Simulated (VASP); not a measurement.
GaN, 4 atoms in the cell. It takes space group P6_3mc (No. 186, hexagonal). The conventional cell has a = 3.180 Å, b = 3.180 Å, c = 5.166 Å, α = 90.00°, β = 90.00°, γ = 120.00°. Ga (site symmetry 3m) has 4 N at 1.94 to 1.95 Å within 2.6 Å. N (site symmetry 3m) has 4 Ga at 1.94 to 1.95 Å within 2.6 Å. 

```yaml
Program: VASP 6.6.1
Task: single point
Functional: PBEsol
Potentials_or_basis: VASP PAW PBE potentials, release 64 (Ga_d, N)
Cutoff: 520 eV
k_mesh: 7 × 7 × 4
Occupations: gaussian, width 0.01 eV
Spin: no spin polarisation
Dipole_correction: no
k_mesh_for_the_DOS: 11 × 11 × 6
Occupations_for_the_DOS: tetrahedron
Further_INCAR_settings: ALGO = Normal; EDIFF = 1e-06; NBANDS = 26
```

Potentials or basis: VASP PAW PBE potentials, release 64 (Ga_d, N).

Run with:

```sh
$ cat potpaw_PBE.64/Ga_d/POTCAR potpaw_PBE.64/N/POTCAR > POTCAR
$ cp INCAR.step1 INCAR
$ cp KPOINTS.step1 KPOINTS
$ mpirun -np 1 vasp_std > vasp.out
$ cp INCAR.step2 INCAR
$ cp KPOINTS.step2 KPOINTS
$ mpirun -np 1 vasp_std > vasp.out
```

Hardware: 1 thread of Intel(R) Xeon(R) 6975P-C (Granite Rapids), with other jobs on the host.

Q: Estimate the wall time of this run.

A: Run time: 27 s on 1 thread of Intel(R) Xeon(R) 6975P-C (Granite Rapids), with other jobs on the host, peak memory 0.19 GiB. Counts: k points 64.
